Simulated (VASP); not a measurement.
The system is Ge3N4.

```xyz
14
Lattice="8.0439 0.0000 0.0000 -4.0220 6.9662 0.0000 0.0000 0.0000 3.1417" Properties=species:S:1:pos:R:3 pbc="T T T"
Ge    5.7222    1.6259    2.3562
Ge    1.4530    5.7685    0.7854
Ge    0.2472    2.8236    0.7854
Ge    3.7748    4.1426    2.3562
Ge    2.5689    1.1978    2.3562
Ge   -1.7002    5.3404    0.7854
N     4.0220    2.3221    2.3562
N     0.0000    4.6442    0.7854
N     1.4831    6.7556    2.3562
N     2.9349    4.6622    0.7854
N     6.5921    2.0934    0.7854
N    -2.5701    4.8728    2.3562
N     2.5389    0.2106    0.7854
N     1.0870    2.3041    2.3562
```

This cell differs from its parent crystal: uniaxial z strain +2.0%.

Base run:

```yaml
Program: VASP 6.6.1
Functional: PBE
Potentials_or_basis: VASP PAW PBE potentials, release 64 (Ge_d, N)
Cutoff: 600 eV
k_mesh: 6 × 6 × 8
Occupations: fermi-dirac, width 0.02 eV
Spin: no spin polarisation
```

Its results: band gap on the k mesh 2.00 eV (least direct gap 2.03 eV); pressure 1.7 GPa; largest force 0.065 eV/Å.

**Question.** The run is repeated on the same cell with these changes: functional from PBE to r2SCAN; cutoff from 600 eV to 660 eV; occupations from fermi-dirac, width 0.02 eV to gaussian, width 0.01 eV. What comes out?

**Answer.** Band gap on the k mesh 2.43 eV (least direct gap 2.46 eV); pressure -3.3 GPa; largest force 0.011 eV/Å.

Caveats: the stress differs along the axes, from -2 to 4 GPa (at least some runs); the stress differs along the axes, from -7 to -1 GPa (at least some runs); the PAW data sets were made with another functional, which shifts forces and pressure a little (at least some runs).

A k mesh can miss the band edges.
